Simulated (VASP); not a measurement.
# Os (Im-3m) in VASP: a series of runs

Runs on Os. Level: PBEsol. Tasks: single point.

All numbers are computed with VASP 6.6.1; they aren't measurements. Logs are shortened: lines on timing, memory, paths and dates and some standing lists are left out, and cuts for length are marked.

**1. The cell of the first run**

Symmetry: Im-3m, No. 229, cubic system. Conventional cell: a = 3.021 Å, b = 3.021 Å, c = 3.021 Å, α = 90.00°, β = 90.00°, γ = 90.00°. Within 3.5 Å of Os (site symmetry m-3m) lie 14 Os at 2.62 to 3.02 Å.

**2. Single point, PBEsol (volume scaled by 0.96)**

INCAR

```
PREC     = Accurate       # precision mode
ENCUT    = 520            # plane-wave cutoff, eV
EDIFF    = 1E-7           # SCF threshold, eV
ISMEAR   = -1             # smearing method
SIGMA    = 0.1            # smearing width, eV
LREAL    = F              # projectors in reciprocal space
LASPH    = T              # aspherical terms in the spheres
NELM     = 80             # most SCF steps
ALGO     = Normal         # electronic algorithm
ISIF     = 2              # what is computed and relaxed
LWAVE    = F              # write WAVECAR
LCHARG   = F              # write CHGCAR
GGA      = PS             # functional
NBANDS   = 10             # bands
```

KPOINTS

```
Automatic mesh
0
Gamma
  16 16 16
```

POSCAR

```
Os
1.0
   -1.5106577999      1.5106577999      1.5106577999
    1.5106577999     -1.5106577999      1.5106577999
    1.5106577999      1.5106577999     -1.5106577999
Os
1
Direct
    0.0000000000      0.0000000000      0.0000000000
```

Potentials or basis: VASP PAW PBE potentials, release 64 (Os).

Run with:

```console
$ cat potpaw_PBE.64/Os/POTCAR > POTCAR
$ mpirun -np 1 vasp_std > vasp.out
```

OUTCAR:

```text
PREC = Accurate
   ENCUT = 520
   EDIFF = 1E-7
   ISMEAR = -1
   LREAL = F
   LASPH = T
   NELM = 80
   ISIF = 2
   GGA = PS

 ion  position               nearest neighbor table
   1  0.000  0.000  0.000-

  LATTYP: Found a body centered cubic cell.
 ALAT       =     3.0213155998

  Lattice vectors:

 A1 = (  -1.5106577999,   1.5106577999,   1.5106577999)
 A2 = (   1.5106577999,  -1.5106577999,   1.5106577999)
 A3 = (   1.5106577999,   1.5106577999,  -1.5106577999)

Analysis of symmetry for initial positions (statically):
=====================================================================
 Subroutine PRICEL returns:
 Original cell was already a primitive cell.

 Routine SETGRP: Setting up the symmetry group for a
 body centered cubic supercell.

 Subroutine GETGRP returns: Found 48 space group operations
 (whereof 48 operations were pure point group operations)
 out of a pool of 48 trial point group operations.

The static configuration has the point symmetry O_h .

Analysis of symmetry for dynamics (positions and initial velocities):
=====================================================================
 Subroutine PRICEL returns:
 Original cell was already a primitive cell.

 Routine SETGRP: Setting up the symmetry group for a
 body centered cubic supercell.

 Subroutine GETGRP returns: Found 48 space group operations
 (whereof 48 operations were pure point group operations)
 out of a pool of 48 trial point group operations.

The dynamic configuration has the point symmetry O_h .

 Subroutine INISYM returns: Found 48 space group operations
 (whereof 48 operations are pure point group operations),
 and found     1 'primitive' translations

----------------------------------------------------------------------------------------

                                     Primitive cell

  volume of cell :      13.7898

  direct lattice vectors                    reciprocal lattice vectors
    -1.510657800  1.510657800  1.510657800     0.000000000  0.330981643  0.330981643
     1.510657800 -1.510657800  1.510657800     0.330981643  0.000000000  0.330981643
     1.510657800  1.510657800 -1.510657800     0.330981643  0.330981643  0.000000000

  length of vectors
     2.616536062  2.616536062  2.616536062     0.468078728  0.468078728  0.468078728

[... 74 lines left out ...]
   LSORBIT =      F    spin-orbit coupling
   LASPH  =      T    aspherical Exc in radial PAW
   ENCUT  =  520.0 eV  38.22 Ry    6.18 a.u.   4.87  4.87  4.87*2*pi/ulx,y,z
   NELM   =     80;   NELMIN=  2; NELMDL= -5     # of ELM steps
   EDIFF  = 0.1E-06   stopping-criterion for ELM
   LREAL  =      F    real-space projection
   EDIFFG = 0.1E-05   stopping-criterion for IOM
   NSW    =      0    number of steps for IOM
   IBRION =     -1    ionic relax: 0-MD 1-quasi-New 2-CG
   NFREE  =      0    steps in history (QN), initial steepest desc. (CG)
   ISIF   =      2    stress and relaxation
   ISYM   =      2    0-nonsym 1-usesym 2-fastsym
   POTIM  = 0.5000    time-step for ionic-motion
   TEBEG  =    0.0;   TEEND  =   0.0 temperature during run
   PSTRESS=    0.0 pullay stress
   NELECT =       8.0000    total number of electrons
   NUPDOWN=      -1.0000    fix difference up-down
   EMIN   =  10.00;   EMAX   =-10.00  energy-range for DOS
   EFERMI =   0.00;   METHOD = LEGACY
   ISMEAR =    -1;   SIGMA  =   0.10  broadening in eV -4-tet -1-fermi 0-gaus
   EFERMI_NEDOS =   21; number of points for ismear=-14 and -15
   IALGO  =     38    algorithm
   IMIX   =      4    mixing-type and parameters
     AMIX     =   0.40;   BMIX     =  1.00
     AMIX_MAG =   1.60;   BMIX_MAG =  1.00
  volume/ion in A,a.u.               =      13.79        93.06
  Fermi-wavevector in a.u.,A,eV,Ry     =   1.365375  2.580185 25.364660  1.864250
  Thomas-Fermi vector in A             =   2.491609
   LORBIT       =      0    0 simple, 1 ext, 2 COOP (PROOUT), +10 PAW based schemes
   GGA     = PS    functional components
   LHFCALC =     F    Hartree Fock is set to
   AEXX    =    0.0000 exact exchange contribution
   IVDW    =     0    specifies the selected vdW correction
   LEPSILON=     F    determine dielectric tensor
   LRPA    =     F    only Hartree local field effects (RPA)
 non-spin polarized calculation
  energy-cutoff  :      520.00
  volume of cell :       13.79
 maximum number of plane-waves:       384
   NGX =  9   NGY =  9   NGZ =  9

 number of electron       8.0000001 magnetization

 Free energy of the ion-electron system (eV)
  ---------------------------------------------------
  ext. energy  EPLUGINS =         0.00000000
  ---------------------------------------------------
  free energy    TOTEN  =       -11.30354254 eV

  energy without entropy =      -11.25749546  energy(sigma->0) =      -11.28051900

 E-fermi :   9.8477     XC(G=0): -14.2229

 val. band max:        9.8451475719   @ k =   0.1250   0.1250   0.0625
 cond. band min:       9.8651688710   @ k =   0.1250   0.0625   0.0000
 fundamental gap:      0.0200212991
 Fermi energy:         9.8476954365

 k-point     1 :       0.0000    0.0000    0.0000
  band No.  band energies     occupation
      1      -1.6008      2.00000
      2       6.2337      2.00000
      3       6.2337      2.00000
      4       6.2337      2.00000
      5       9.7348      1.51132
      6       9.7348      1.51131
      7      26.0874      0.00000
      8      26.0874      0.00000
      9      26.0874      0.00000
     10      38.6909      0.00000
[... 287 lines left out ...]
 k-point    24 :       0.2500    0.1875    0.0000
  band No.  band energies     occupation
      1       2.6498      2.00000
      2       4.5884      2.00000
      3       5.5831      2.00000
      4       9.0925      1.99895
      5      10.4928      0.00315
      6      13.0443      0.00000
      7      22.1133      0.00000
      8      25.2054      0.00000
      9      27.6335      0.00000
     10      31.6095      0.00000

 [... further k-points ...]
[... 5 lines left out ...]
  --------------------------------------------------------------------------------------
  -------------------------------------------------------------------------------------
  Total        1.5934821      1.5934821      1.5934821      0.0000000      0.0000000      0.0000000
  in kB      185.1396733    185.1396733    185.1396733      0.0000000      0.0000000      0.0000000
  external PRESSURE =     185.1396733 kB  Pullay stress =       0.0000000 kB

 VOLUME and BASIS-vectors are now :
 -----------------------------------------------------------------------------
  energy-cutoff  :      520.00
  volume of cell :       13.79
      direct lattice vectors                 reciprocal lattice vectors
    -1.510657800  1.510657800  1.510657800     0.000000000  0.330981643  0.330981643
     1.510657800 -1.510657800  1.510657800     0.330981643  0.000000000  0.330981643
     1.510657800  1.510657800 -1.510657800     0.330981643  0.330981643  0.000000000

 POSITION                                       TOTAL-FORCE (eV/Angst)
 -----------------------------------------------------------------------------------
      0.00000      0.00000      0.00000        -0.000000     -0.000000      0.000000
 -----------------------------------------------------------------------------------
    total drift:                                0.000000     -0.000000     -0.000000

  FREE ENERGIE OF THE ION-ELECTRON SYSTEM (eV)
  ---------------------------------------------------
  free  energy   TOTEN  =       -11.3035425415 eV

  energy  without entropy=      -11.2574954555  energy(sigma->0) =      -11.28051900
```

OSZICAR:

```text
N       E                     dE             d eps       ncg     rms          rms(c)
DAV:   1     0.350284105114E+02    0.35028E+02   -0.41639E+03  3020   0.739E+02
DAV:   2    -0.109337652916E+02   -0.45962E+02   -0.43033E+02  2984   0.201E+02
DAV:   3    -0.119521091116E+02   -0.10183E+01   -0.10061E+01  3422   0.276E+01
DAV:   4    -0.119546551863E+02   -0.25461E-02   -0.25457E-02  3204   0.153E+00
DAV:   5    -0.119546647118E+02   -0.95255E-05   -0.95259E-05  3280   0.831E-02    0.192E+01
DAV:   6    -0.114593458793E+02    0.49532E+00   -0.52037E-01  3440   0.558E+00    0.928E+00
DAV:   7    -0.113077465384E+02    0.15160E+00   -0.40484E-01  3632   0.467E+00    0.723E-01
DAV:   8    -0.113040877279E+02    0.36588E-02   -0.26193E-03  3064   0.485E-01    0.333E-01
DAV:   9    -0.113035458899E+02    0.54184E-03   -0.47544E-04  3276   0.237E-01    0.243E-02
DAV:  10    -0.113035426916E+02    0.31982E-05   -0.38327E-06  3122   0.196E-02    0.513E-03
DAV:  11    -0.113035425312E+02    0.16042E-06   -0.47571E-08  2160   0.352E-03    0.392E-04
DAV:  12    -0.113035425415E+02   -0.10254E-07   -0.28171E-09  1694   0.537E-04
   1 F= -.11303543E+02 E0= -.11280519E+02  d E =-.460471E-01
```

stdout:

```text
POSCAR found type information on POSCAR Os
 POSCAR found :  1 types and       1 ions
 scaLAPACK will be used
 -----------------------------------------------------------------------------
|                                                                             |
|                                                                             |
|     You enforced a specific xc type in the INCAR file but a different       |
|     I HOPE YOU KNOW WHAT YOU ARE DOING!                                     |
|                                                                             |
 -----------------------------------------------------------------------------

 LDA part: xc-table for (Slater+PW92), standard interpolation
 POSCAR, INCAR and KPOINTS ok, starting setup
 FFT: planning ... GRIDC
 FFT: planning ... GRID_SOFT
 FFT: planning ... GRID
 WAVECAR not read
 entering main loop
```

It took 16 s on 1 thread of AMD EPYC 7R43 (Zen 3), shared host; peak memory 0.11 GiB.

What came out:

```
Free energy            : -11.3035 eV
Pressure               : 18.5 GPa
Band gap on the k mesh : zero (band 4 reaches 12.46 eV, above the bottom of band 5 at 7.66 eV)
```

Caveat: the cell differs from its parent crystal (volume scaled by 0.96); the PAW data sets were made with another functional, which shifts forces and pressure a little; spin-orbit coupling is left out, which moves the levels of the heavy elements.

**3. Single point, PBEsol**

This run uses another cell than the first one, of 14.36 Å³/atom, 1.042 times its volume.

INCAR

```
SYSTEM = Os
ALGO = Normal
EDIFF = 1E-6
ENCUT = 520
GGA = PS
ISIF = 2
ISMEAR = -1
LASPH = .True.
LCHARG = .False.
LREAL = .False.
LWAVE = .False.
NBANDS = 10
NELM = 100
PREC = Accurate
SIGMA = 0.1
```

KPOINTS

```
k-points
0
Gamma
  16 16 16
  0 0 0
```

POSCAR

```
Os
1.0
   -1.5313543142      1.5313543142      1.5313543142
    1.5313543142     -1.5313543142      1.5313543142
    1.5313543142      1.5313543142     -1.5313543142
Os
1
Direct
    0.0000000000      0.0000000000      0.0000000000
```

Potentials or basis: VASP PAW PBE potentials, release 64 (Os).

Run with:

```console
$ cat potpaw_PBE.64/Os/POTCAR > POTCAR
$ mpirun -np 1 vasp_std > vasp.out
```

It took 15 s on 1 thread of AMD EPYC 7R43 (Zen 3), shared host; peak memory 0.11 GiB.

It converged, with:

```yaml
Free_energy: -11.3372 eV
Pressure: 0.7 GPa
Band_gap_on_the_k_mesh: zero (band 4 reaches 11.66 eV, above the bottom of band 5 at 7.15 eV)
```

Levels at points of the mesh, in eV from the Fermi level:
```csv
k point,band 1,band 2,band 3,band 4,band 5,band 6,band 7,band 8,band 9
"(0.00, 0.00, 0.00)",-11.05,-3.41,-3.41,-3.41,-0.09,-0.09,16.22,16.22,16.22
"(0.50, 0.00, 0.00)",-7.85,-5.50,-0.26,-0.23,0.56,3.29,9.05,12.44,17.11
"(0.50, 0.50, 0.50)",-7.45,-7.45,2.44,2.44,2.44,7.87,7.87,7.87,15.44
```

Caveat: the PAW data sets were made with another functional, which shifts forces and pressure a little; spin-orbit coupling is left out, which moves the levels of the heavy elements.

(Continued in part 2 of 2.)
